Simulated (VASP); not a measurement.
## HfN (WC type): single point with PBE

HfN (WC type):

```
Hf N
1.0
     3.03292    0.00000    0.00000
    -1.51646    2.62658    0.00000
     0.00000    0.00000    2.86114
Hf N
1 1
Direct
  0.00000 0.00000 0.00000
  0.33333 0.66667 0.50000
```

```yaml
Program: VASP 6.6.1
Task: single point
Functional: PBE
Potentials_or_basis: VASP PAW PBE potentials, release 64 (Hf_pv, N)
Cutoff: 520 eV
k_mesh: 16 × 16 × 14
Occupations: fermi-dirac, width 0.1 eV
Spin: no spin polarisation
Dipole_correction: no
Further_INCAR_settings: ALGO = Normal; EDIFF = 1e-06; NBANDS = 14
```

```json
{"Pressure": "14.3 GPa", "Band gap on the k mesh": "zero (an odd number of electrons rules out a gap without spin polarisation)"}
```

Stress tensor (GPa, compression positive):
```
14.46  0.00  0.00
 0.00 14.46  0.00
 0.00  0.00 13.87
```

Levels at points of the mesh, in eV from the Fermi level:
| k point | band 4 | band 5 | band 6 | band 7 | band 8 | band 9 | band 10 | band 11 |
| --- | --- | --- | --- | --- | --- | --- | --- | --- |
| (0.00, 0.00, 0.00) | -16.43 | -3.57 | -3.57 | -2.43 | -1.63 | 2.54 | 5.16 | 5.16 |
| (0.50, 0.00, 0.00) | -14.32 | -6.86 | -3.52 | -2.23 | -1.87 | 5.24 | 5.33 | 6.92 |
| (0.00, 0.00, 0.50) | -13.71 | -7.98 | -2.74 | -2.74 | 1.59 | 1.59 | 4.03 | 4.64 |
| (0.50, 0.00, 0.50) | -14.61 | -5.97 | -4.81 | -4.50 | 0.91 | 5.46 | 7.12 | 8.53 |

Wall time 59 s on 1 thread of Intel Xeon 8259CL, on a shared host, peak memory 0.21 GiB.

Caveat: the cell stands under pressure; spin-orbit coupling is left out, which moves the levels of the heavy elements.
